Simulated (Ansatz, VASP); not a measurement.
**Au: VASP beside Ansatz**

```
Au
1.0
    -1.66824    1.66824    1.66824
     1.66824   -1.66824    1.66824
     1.66824    1.66824   -1.66824
Au
1
Direct
  0.00000 0.00000 0.00000
```

Change from the starting cell: volume scaled by 1.02.

Alike in both runs: task single point; functional PBE; k mesh 11 × 11 × 11; occupations fermi-dirac, width 0.05 eV; no spin polarisation.

```csv
,VASP,Ansatz
version,VASP 6.6.1,Ansatz 0.2.0
potentials or method,"VASP PAW PBE potentials, release 64 (Au), cutoff 520 eV","all-electron LAPW, scalar-relativistic"
```

VASP gave:

```
gap on the k mesh at the Fermi level (eV) : none
pressure (GPa)                            : -3.5
```

**Question.** What did Ansatz give for the same quantities?

**Answer.** gap on the k mesh at the Fermi level (eV): none; pressure (GPa): -3.3.

A gap of «none» marks a metal or a gap that the smearing closes. Ansatz ran all-electron here, and VASP with PAW potentials.

Neither program's run includes spin-orbit coupling.
